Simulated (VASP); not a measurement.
NaS7, 8 atoms in the cell. The structure is cubic, space group Fm-3m (No. 225). The conventional cell has a = 8.093 Å, b = 8.093 Å, c = 8.093 Å, α = 90.00°, β = 90.00°, γ = 90.00°. Na (site symmetry m-3m) has 12 S at 2.86 Å within 3.8 Å. Within 3.8 Å of S (site symmetry m-3m) lie 12 S at 2.86 Å. Within 3.8 Å of S (site symmetry mmm) lie 2 Na at 2.86 Å and 10 S at 2.86 Å. The cell was generated, and may not be a known phase.

| Item | Value |
| --- | --- |
| Program | VASP 6.6.1 |
| Task | single point |
| Functional | PBE |
| Potentials or basis | VASP PAW PBE potentials, release 64 (Na_pv, S) |
| Cutoff | 520 eV |
| k mesh | 4 × 4 × 4 |
| Occupations | gaussian, width 0.1 eV |
| Spin | no spin polarisation |
| Dipole correction | no |
| Further INCAR settings | ALGO = Normal; EDIFF = 1e-06; NBANDS = 34 |

Potentials or basis: VASP PAW PBE potentials, release 64 (Na_pv, S).

Run with:

```sh
$ cat potpaw_PBE.64/Na_pv/POTCAR potpaw_PBE.64/S/POTCAR > POTCAR
$ mpirun -np 1 vasp_std > vasp.out
```

Hardware: 1 thread of AMD EPYC 7R43 64-Core Processor (Zen 3), with other jobs on the host.

Q: How long does it take, and how much memory?

A: Wall time 81 s on 1 thread of AMD EPYC 7R43 64-Core Processor (Zen 3), with other jobs on the host, peak memory 0.27 GiB. Counts: scf iterations 14, k points 8.
